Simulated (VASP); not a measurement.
Write the native input for VASP 6.6.1 that does the following.

```
Task                   : relaxation of cell and atoms
Functional             : PBE
Potentials or basis    : VASP PAW PBE potentials, release 64 (Li_sv, H)
Cutoff                 : 600 eV
k mesh                 : 16 × 16 × 16
Occupations            : gaussian, width 0.1 eV
Spin                   : no spin polarisation
Dipole correction      : no
Further INCAR settings : ALGO = Normal; EDIFF = 1e-06; IBRION = 2; EDIFFG = -0.01; NSW = 100; ISIF = 3
```

The structure of Li2H3 lies in POSCAR:

```
Li2H3
1.0
   -1.4315276640      2.4765872164      2.5029323389
    1.4315276640     -2.4765872164      2.5029323389
    1.4315276640      2.4765872164     -2.5029323389
Li H
2 3
Direct
    0.7470828856      0.2470828856      0.5000000000
    0.2529171144      0.7529171144      0.5000000000
    0.0000000000      0.0000000000      0.0000000000
    0.6920203336      0.5000000000      0.1920203336
    0.3079796664      0.5000000000      0.8079796664
```

The cell was built from a structure type or drawn by symmetry, and may not be a known phase.

These files were run (other wordings do the same):

INCAR

```
SYSTEM = Li2H3
PREC     = Accurate       ! precision mode
ENCUT    = 600            ! plane-wave cutoff, eV
EDIFF    = 1E-6           ! SCF threshold, eV
ISMEAR   = 0              ! smearing method
SIGMA    = 0.1            ! smearing width, eV
LREAL    = .False.        ! projectors in reciprocal space
LASPH    = .True.         ! aspherical terms in the spheres
NELM     = 80             ! most SCF steps
ALGO     = Normal         ! electronic algorithm
ISIF     = 3              ! what is computed and relaxed
LWAVE    = .False.        ! write WAVECAR
LCHARG   = .False.        ! write CHGCAR
GGA      = PE             ! functional
IBRION   = 2              ! ionic algorithm
NSW      = 100            ! ionic steps
EDIFFG   = -0.01          ! ionic threshold
```

KPOINTS

```
Automatic mesh
0
Gamma
  16 16 16
  0 0 0
```

Potentials or basis: VASP PAW PBE potentials, release 64 (Li_sv, H).

Command:

```bash
$ cat potpaw_PBE.64/Li_sv/POTCAR potpaw_PBE.64/H/POTCAR > POTCAR
$ mpirun -np 1 vasp_std > vasp.out
```

Results of the run:

```yaml
Relaxed_volume: 7.07 Å³/atom
Relaxed_cell: a = 3.774 Å, b = 3.774 Å, c = 3.774 Å, α = 134.50°, β = 100.33°, γ = 96.88°
Space_group_after_relaxing_to_0.1_Å: Immm (No. 71)
Energy_gained_by_relaxing: 3.2 meV/atom
Ionic_steps: 11
Pressure_after_relaxing: 0.0 GPa
Largest_force_after_relaxing: 0.004 eV/Å
Band_gap_on_the_k_mesh: zero (an odd number of electrons rules out a gap without spin polarisation)
```

Caveat: the cutoff is under 1.25 times the usual one of these potentials, so pressure, stress and relaxed cells hold a basis-set (Pulay) error.

It took 8 min on 1 thread of Intel(R) Xeon(R) 6975P-C (Granite Rapids), on a shared host, peak memory 0.32 GiB.
